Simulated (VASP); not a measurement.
# Al: single point with PBE

Al, a slab with vacuum:

```
CELL_PARAMETERS angstrom
2.82708 0.00000 0.00000
-1.41354 2.44832 0.00000
0.00000 0.00000 24.18599
ATOMIC_POSITIONS crystal
Al 0.00000 0.00000 0.31010
Al 0.33333 0.66667 0.40505
Al 0.00000 0.00000 0.50000
Al 0.66667 0.33333 0.59495
Al 0.00000 0.00000 0.68990
```

```
Program                 : VASP 6.6.1
Task                    : single point
Functional              : PBE
Potentials or basis     : VASP PAW PBE potentials, release 64 (Al)
Cutoff                  : 520 eV
k mesh                  : 11 × 11 × 1
Occupations             : fermi-dirac, width 0.05 eV
Spin                    : no spin polarisation
Dipole correction       : no
k mesh for the DOS      : 17 × 17 × 1
Occupations for the DOS : tetrahedron
Further INCAR settings  : ALGO = Normal; EDIFF = 1e-07
```

```json
{"Valence electrons inside the program's atomic spheres": "Al 0.77, 0.78, 0.79 (each value once)"}
```

Levels at points of the mesh, in eV from the Fermi level:
| k point | band 4 | band 5 | band 6 | band 7 | band 8 | band 9 | band 10 | band 11 |
| --- | --- | --- | --- | --- | --- | --- | --- | --- |
| (0.00, 0.00, 0.00) | -7.72 | -5.73 | -3.71 | -1.20 | 1.21 | 2.99 | 3.99 | 4.24 |

Wall time 2.5 min on 1 thread of Intel Xeon 8259CL (shared host), peak memory 0.31 GiB.

Caveat: the highest band is partly filled, so the run has too few bands.
